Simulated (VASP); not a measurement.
Input of a VASP 6.6.1 run:

File INCAR:

```
SYSTEM = Rb
ALGO = Normal
EDIFF = 1E-6
ENCUT = 520
GGA = PE
ISIF = 2
ISMEAR = 0
LASPH = .True.
LCHARG = .False.
LREAL = .False.
LWAVE = .False.
NBANDS = 10
NELM = 80
PREC = Accurate
SIGMA = 0.15
```

The input KPOINTS:

```
k-points
0
Gamma
  14 14 14
  0 0 0
```

POSCAR

```
Rb
1.0
   -1.4847491173      2.9694982345      2.9694982345
    2.9694982345     -1.4847491173      2.9694982345
    2.9694982345      2.9694982345     -1.4847491173
Rb
1
Direct
    0.0000000000      0.0000000000      0.0000000000
```

Potentials or basis: VASP PAW PBE potentials, release 64 (Rb_sv).

Command:

```console
$ cat potpaw_PBE.64/Rb_sv/POTCAR > POTCAR
$ mpirun -np 1 vasp_std > vasp.out
```

(1) Predict the band gap on the k mesh.

(2) What does it give for the pressure?

## Answers

(1) zero (an odd number of electrons rules out a gap without spin polarisation).

(2) 0.3 GPa.
